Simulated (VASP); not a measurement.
# CaMg (Pmmm) in VASP: single point with LDA

Aim: the single point of CaMg with LDA.

All numbers are computed with VASP 6.6.1; they aren't measurements. Logs are shortened: lines on timing, memory, paths and dates and some standing lists are left out, and cuts for length are marked.

### Step 1. The cell of the first run

The structure is orthorhombic, space group Pmmm (No. 47). Conventional cell: a = 3.892 Å, b = 3.966 Å, c = 4.040 Å, α = 90.00°, β = 90.00°, γ = 90.00°. Ca (site symmetry mmm) has 8 Mg at 3.44 Å and 6 Ca at 3.89 to 4.04 Å within 4.5 Å. Within 4.5 Å of Mg (site symmetry mmm) lie 8 Ca at 3.44 Å and 6 Mg at 3.89 to 4.04 Å.

### Step 2. Single point, LDA (strain +0.0187 x Voigt [1, -1, 0, 0, 0, 0])

The input, INCAR:

```
PREC = Accurate
ENCUT = 520
EDIFF = 1E-6
ISMEAR = 0
SIGMA = 0.15
LREAL = False
LASPH = True
NELM = 100
ALGO = Fast
ISIF = 2
LWAVE = False
LCHARG = False
GGA = CA
NBANDS = 13
```

The input, KPOINTS:

```
regular mesh
0
Gamma
  12 12 12
```

The input, POSCAR:

```
CaMg
1.0
    4.0403047806      0.0000000000      0.0000000000
    0.0000000000      3.8919712194      0.0000000000
    0.0000000000      0.0000000000      3.9661380000
Ca Mg
1 1
Direct
    0.0000000000      0.0000000000      0.0000000000
    0.5000000000      0.5000000000      0.5000000000
```

Potentials or basis: VASP PAW LDA potentials, release 64 (Ca_sv, Mg).

On the command line:

```bash
cat potpaw_LDA.64/Ca_sv/POTCAR potpaw_LDA.64/Mg/POTCAR > POTCAR
mpirun -np 1 vasp_std > vasp.out
```

OUTCAR:

```text
PREC = Accurate
   ENCUT = 520
   EDIFF = 1E-6
   ISMEAR = 0
   LREAL = False
   LASPH = True
   NELM = 100
   ISIF = 2
   GGA = CA

 ion  position               nearest neighbor table
   1  0.000  0.000  0.000-
   2  0.500  0.500  0.500-

  LATTYP: Found a simple orthorhombic cell.
 ALAT       =     3.8919712194
 B/A-ratio  =     1.0190563538
 C/A-ratio  =     1.0381127076

  Lattice vectors:

 A1 = (   0.0000000000,   3.8919712194,   0.0000000000)
 A2 = (   0.0000000000,   0.0000000000,   3.9661380000)
 A3 = (   4.0403047806,   0.0000000000,   0.0000000000)

Analysis of symmetry for initial positions (statically):
=====================================================================
 Subroutine PRICEL returns:
 Original cell was already a primitive cell.

 Routine SETGRP: Setting up the symmetry group for a
 simple orthorhombic supercell.

 Subroutine GETGRP returns: Found  8 space group operations
 (whereof  8 operations were pure point group operations)
 out of a pool of  8 trial point group operations.

The static configuration has the point symmetry D_2h.

Analysis of symmetry for dynamics (positions and initial velocities):
=====================================================================
 Subroutine PRICEL returns:
 Original cell was already a primitive cell.

 Routine SETGRP: Setting up the symmetry group for a
 simple orthorhombic supercell.

 Subroutine GETGRP returns: Found  8 space group operations
 (whereof  8 operations were pure point group operations)
 out of a pool of  8 trial point group operations.

The dynamic configuration has the point symmetry D_2h.

 Subroutine INISYM returns: Found  8 space group operations
 (whereof  8 operations are pure point group operations),
 and found     1 'primitive' translations

----------------------------------------------------------------------------------------

                                     Primitive cell

  volume of cell :      62.3665

  direct lattice vectors                    reciprocal lattice vectors
     4.040304781  0.000000000  0.000000000     0.247506080  0.000000000  0.000000000
     0.000000000  3.891971219  0.000000000     0.000000000  0.256939207  0.000000000
     0.000000000  0.000000000  3.966138000     0.000000000  0.000000000  0.252134444

  length of vectors
     4.040304781  3.891971219  3.966138000     0.247506080  0.256939207  0.252134444

  position of ions in fractional coordinates (direct lattice)
     0.000000000  0.000000000  0.000000000
     0.500000000  0.500000000  0.500000000

  ion indices of the primitive-cell ions
   primitive index   ion index
                 1           1
                 2           2

----------------------------------------------------------------------------------------

 KPOINTS: regular mesh

Automatic generation of k-mesh.
 Grid dimensions read from file:
 generate k-points for:   12   12   12

 Generating k-lattice:

  Cartesian coordinates                     Fractional coordinates (reciprocal lattice)
     0.020625507  0.000000000  0.000000000     0.083333333  0.000000000  0.000000000
     0.000000000  0.021411601  0.000000000     0.000000000  0.083333333  0.000000000
     0.000000000  0.000000000  0.021011204     0.000000000  0.000000000  0.083333333

  Length of vectors
     0.020625507  0.021411601  0.021011204

  Shift w.r.t. Gamma in fractional coordinates (k-lattice)
     0.000000000  0.000000000  0.000000000

 Subroutine IBZKPT returns following result:
 ===========================================

 Found    343 irreducible k-points:

 Following reciprocal coordinates:
            Coordinates               Weight
  0.000000  0.000000  0.000000      1.000000
  0.083333  0.000000  0.000000      2.000000
  0.166667  0.000000  0.000000      2.000000
  0.250000  0.000000  0.000000      2.000000
  0.333333  0.000000  0.000000      2.000000
  0.416667  0.000000  0.000000      2.000000
[... 16 lines left out ...]
  0.083333  0.250000  0.000000      4.000000
  0.166667  0.250000  0.000000      4.000000
 [... further k-points ...]
   k-points           NKPTS =    343   k-points in BZ     NKDIM =    343   number of bands    NBANDS=     13
   number of dos      NEDOS =    301   number of ions     NIONS =      2
   total plane-waves  NPLWV =  27000
   dimension x,y,z NGX =    30 NGY =   30 NGZ =   30
   dimension x,y,z NGXF=    60 NGYF=   60 NGZF=   60
   ions per type =               1   1
   NGX,Y,Z   is equivalent  to a cutoff of  12.34, 12.81, 12.57 a.u.
   NGXF,Y,Z  is equivalent  to a cutoff of  24.69, 25.63, 25.15 a.u.
 SYSTEM =  unknown system
   PREC   = accura    normal or accurate (medium, high low for compatibility)
   ISTART =      0    job   : 0-new  1-cont  2-samecut
   ICHARG =      2    charge: 1-file 2-atom 10-const
   ISPIN  =      1    spin polarized calculation?
   LNONCOLLINEAR =      F non collinear calculations
   LSORBIT =      F    spin-orbit coupling
   LASPH  =      T    aspherical Exc in radial PAW
   ENCUT  =  520.0 eV  38.22 Ry    6.18 a.u.   7.51  7.24  7.37*2*pi/ulx,y,z
   NELM   =    100;   NELMIN=  2; NELMDL= -5     # of ELM steps
   EDIFF  = 0.1E-05   stopping-criterion for ELM
   LREAL  =      F    real-space projection
   EDIFFG = 0.1E-04   stopping-criterion for IOM
   NSW    =      0    number of steps for IOM
   IBRION =     -1    ionic relax: 0-MD 1-quasi-New 2-CG
   NFREE  =      0    steps in history (QN), initial steepest desc. (CG)
   ISIF   =      2    stress and relaxation
   ISYM   =      2    0-nonsym 1-usesym 2-fastsym
   POTIM  = 0.5000    time-step for ionic-motion
   TEBEG  =    0.0;   TEEND  =   0.0 temperature during run
   PSTRESS=    0.0 pullay stress
   NELECT =      12.0000    total number of electrons
   NUPDOWN=      -1.0000    fix difference up-down
   EMIN   =  10.00;   EMAX   =-10.00  energy-range for DOS
   EFERMI =   0.00;   METHOD = LEGACY
   ISMEAR =     0;   SIGMA  =   0.15  broadening in eV -4-tet -1-fermi 0-gaus
   EFERMI_NEDOS =   21; number of points for ismear=-14 and -15
   IALGO  =     68    algorithm
   IMIX   =      4    mixing-type and parameters
     AMIX     =   0.40;   BMIX     =  1.00
     AMIX_MAG =   1.60;   BMIX_MAG =  1.00
  volume/ion in A,a.u.               =      31.18       210.44
  Fermi-wavevector in a.u.,A,eV,Ry     =   0.945115  1.786009 12.153304  0.893243
  Thomas-Fermi vector in A             =   2.072985
   LORBIT       =      0    0 simple, 1 ext, 2 COOP (PROOUT), +10 PAW based schemes
   GGA     = CA    functional components
   LHFCALC =     F    Hartree Fock is set to
   AEXX    =    0.0000 exact exchange contribution
   IVDW    =     0    specifies the selected vdW correction
   LEPSILON=     F    determine dielectric tensor
   LRPA    =     F    only Hartree local field effects (RPA)
 non-spin polarized calculation
 RMM-DIIS sequential band-by-band and
 Gauss-broadening in eV      SIGMA  =   0.15
  energy-cutoff  :      520.00
  volume of cell :       62.37
 maximum number of plane-waves:      1703
   NGX = 15   NGY = 15   NGZ = 15

 number of electron      12.0000000 magnetization

 Free energy of the ion-electron system (eV)
  ---------------------------------------------------
  ext. energy  EPLUGINS =         0.00000000
  ---------------------------------------------------
  free energy    TOTEN  =        -4.25341482 eV

  energy without entropy =       -4.23435291  energy(sigma->0) =       -4.24388386

 E-fermi :   2.0014     XC(G=0):  -8.3856

 val. band max:        1.9972864165   @ k =   0.0833   0.5000   0.4167
 cond. band min:       2.0024193288   @ k =   0.3333   0.3333   0.2500
 fundamental gap:      0.0051329123
 Fermi energy:         2.0013744190

 k-point     1 :       0.0000    0.0000    0.0000
  band No.  band energies     occupation
      1     -39.0644      2.00000
      2     -20.3416      2.00000
      3     -20.3378      2.00000
      4     -20.3344      2.00000
      5      -3.1241      2.00000
      6       2.9371      0.00000
      7       2.9991      0.00000
      8       5.6272      0.00000
      9       5.6803      0.00000
     10       5.6986      0.00000
     11       5.7610      0.00000
     12       6.0093      0.00000
     13       6.3588      0.00000

 k-point     2 :       0.0833    0.0000    0.0000
  band No.  band energies     occupation
      1     -39.0642      2.00000
      2     -20.3457      2.00000
      3     -20.3374      2.00000
      4     -20.3340      2.00000
      5      -3.0543      2.00000
      6       2.8047      0.00000
      7       3.0319      0.00000
      8       5.3275      0.00000
      9       5.4671      0.00000
     10       5.5407      0.00000
     11       5.7704      0.00000
     12       6.3589      0.00000
     13       6.6412      0.00000

 k-point     3 :       0.1667    0.0000    0.0000
  band No.  band energies     occupation
      1     -39.0636      2.00000
      2     -20.3569      2.00000
      3     -20.3365      2.00000
      4     -20.3331      2.00000
      5      -2.8466      2.00000
      6       2.3687      0.00053
      7       3.1321      0.00000
      8       4.9515      0.00000
      9       5.1149      0.00000
     10       5.4023      0.00000
     11       5.7964      0.00000
     12       6.8873      0.00000
     13       7.1490      0.00000

 k-point     4 :       0.2500    0.0000    0.0000
  band No.  band energies     occupation
      1     -39.0628      2.00000
      2     -20.3721      2.00000
      3     -20.3352      2.00000
      4     -20.3319      2.00000
      5      -2.5070      2.00000
      6       1.6731      1.99803
      7       3.2824      0.00000
      8       4.6359      0.00000
      9       4.8063      0.00000
     10       5.5094      0.00000
     11       5.8324      0.00000
     12       7.4647      0.00000
     13       7.7254      0.00000

 k-point     5 :       0.3333    0.0000    0.0000
  band No.  band energies     occupation
      1     -39.0619      2.00000
      2     -20.3872      2.00000
      3     -20.3339      2.00000
      4     -20.3307      2.00000
      5      -2.0456      2.00000
      6       0.8650      2.00000
      7       3.4517      0.00000
      8       4.4001      0.00000
      9       4.5729      0.00000
     10       5.8015      0.00000
     11       5.8692      0.00000
     12       8.0776      0.00000
     13       8.3475      0.00000
[... 257 lines left out ...]
 k-point    22 :       0.0000    0.2500    0.0000
  band No.  band energies     occupation
      1     -39.0617      2.00000
      2     -20.3781      2.00000
      3     -20.3377      2.00000
      4     -20.3339      2.00000
      5      -2.4590      2.00000
      6       1.9342      1.47360
      7       3.2814      0.00000
      8       4.5004      0.00000
      9       4.6712      0.00000
     10       5.7184      0.00000
     11       5.7248      0.00000
     12       7.2963      0.00000
     13       7.5287      0.00000

 k-point    23 :       0.0833    0.2500    0.0000
  band No.  band energies     occupation
      1     -39.0615      2.00000
      2     -20.3777      2.00000
      3     -20.3416      2.00000
      4     -20.3336      2.00000
      5      -2.3933      2.00000
      6       1.9800      1.15968
      7       3.1769      0.00000
      8       4.3505      0.00000
      9       4.6840      0.00000
     10       5.6114      0.00000
     11       5.8609      0.00000
     12       7.0135      0.00000
     13       7.6902      0.00000

 k-point    24 :       0.1667    0.2500    0.0000
  band No.  band energies     occupation
      1     -39.0609      2.00000
      2     -20.3765      2.00000
      3     -20.3525      2.00000
      4     -20.3326      2.00000
      5      -2.1985      2.00000
      6       2.1137      0.28947
      7       2.7766      0.00000
      8       4.1745      0.00000
      9       4.7094      0.00000
     10       5.3797      0.00000
     11       6.1166      0.00000
     12       6.5789      0.00000
     13       8.0709      0.00000

 [... further k-points ...]

------------------------ aborting loop because EDIFF is reached ----------------------------------------

  FORCE on cell =-STRESS in cart. coord.  units (eV):
  Direction    XX          YY          ZZ          XY          YZ          ZX
  --------------------------------------------------------------------------------------
  -------------------------------------------------------------------------------------
  Total       -0.9039019     -0.7777911     -0.8521148      0.0000000      0.0000000      0.0000000
  in kB      -23.2209688    -19.9812179    -21.8905738      0.0000000      0.0000000      0.0000000
  external PRESSURE =     -21.6975868 kB  Pullay stress =       0.0000000 kB

 VOLUME and BASIS-vectors are now :
 -----------------------------------------------------------------------------
  energy-cutoff  :      520.00
  volume of cell :       62.37
      direct lattice vectors                 reciprocal lattice vectors
     4.040304781  0.000000000  0.000000000     0.247506080  0.000000000  0.000000000
     0.000000000  3.891971219  0.000000000     0.000000000  0.256939207  0.000000000
     0.000000000  0.000000000  3.966138000     0.000000000  0.000000000  0.252134444

 POSITION                                       TOTAL-FORCE (eV/Angst)
 -----------------------------------------------------------------------------------
      0.00000      0.00000      0.00000         0.000000      0.000000      0.000000
      2.02015      1.94599      1.98307         0.000000      0.000000      0.000000
 -----------------------------------------------------------------------------------
    total drift:                                0.000000     -0.000000     -0.000000

  FREE ENERGIE OF THE ION-ELECTRON SYSTEM (eV)
  ---------------------------------------------------
  free  energy   TOTEN  =        -4.2534148176 eV

  energy  without entropy=       -4.2343529102  energy(sigma->0) =       -4.24388386
```

Run time: 5.2 min. Hardware: 1 thread of Intel Xeon 8259CL, shared host; peak memory 0.41 GiB.

Results:

```yaml
Free_energy: -4.2534 eV
Pressure: -2.2 GPa
Band_gap_on_the_k_mesh: zero (bands 6 and 7 overlap by 1.26 eV)
```

Caveat: the cell differs from its parent crystal (strain +0.0187 x Voigt [1, -1, 0, 0, 0, 0]).
